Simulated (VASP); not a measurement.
Wanted: the native input for a VASP 6.6.1 run.

- Task: single point
- Functional: PBEsol
- Potentials or basis: VASP PAW PBE potentials, release 64 (Ru_pv)
- Cutoff: 520 eV
- k mesh: 18 × 18 × 10
- Occupations: gaussian, width 0.1 eV
- Spin: no spin polarisation
- Dipole correction: no
- Further INCAR settings: ALGO = Fast; EDIFF = 1e-06; NBANDS = 21

The structure of Ru lies in POSCAR:

```
Ru
1.0
    2.6894802656      0.0000000000      0.0000000000
   -1.3447401328      2.3291582330      0.0000000000
    0.0000000000      0.0000000000      4.2519618198
Ru
2
Direct
    0.3333333333      0.6666666667      0.2500000000
    0.6666666667      0.3333333333      0.7500000000
```

These files were run (other wordings do the same):

INCAR

```
SYSTEM = Ru
  PREC = Accurate
  ENCUT = 520
  EDIFF = 1E-6
  ISMEAR = 0
  SIGMA = 0.1
  LREAL = .False.
  LASPH = .True.
  NELM = 60
  ALGO = Fast
  ISIF = 2
  LWAVE = .False.
  LCHARG = .False.
  GGA = PS
  NBANDS = 21
```

KPOINTS

```
Automatic mesh
0
Gamma
  18 18 10
  0 0 0
```

Potentials or basis: VASP PAW PBE potentials, release 64 (Ru_pv).

Run with:

```sh
$ cat potpaw_PBE.64/Ru_pv/POTCAR > POTCAR
$ mpirun -np 1 vasp_std > vasp.out
```

It gave:

| Item | Value |
| --- | --- |
| Pressure | 0.0 GPa |
| Band gap on the k mesh | zero (band 14 reaches 14.58 eV, above the bottom of band 15 at 11.36 eV) |

Caveat: the PAW data sets were made with another functional, which shifts forces and pressure a little.

It took 43 s on 1 thread of Intel(R) Xeon(R) 6975P-C (Granite Rapids), with other jobs on the host, peak memory 0.21 GiB.
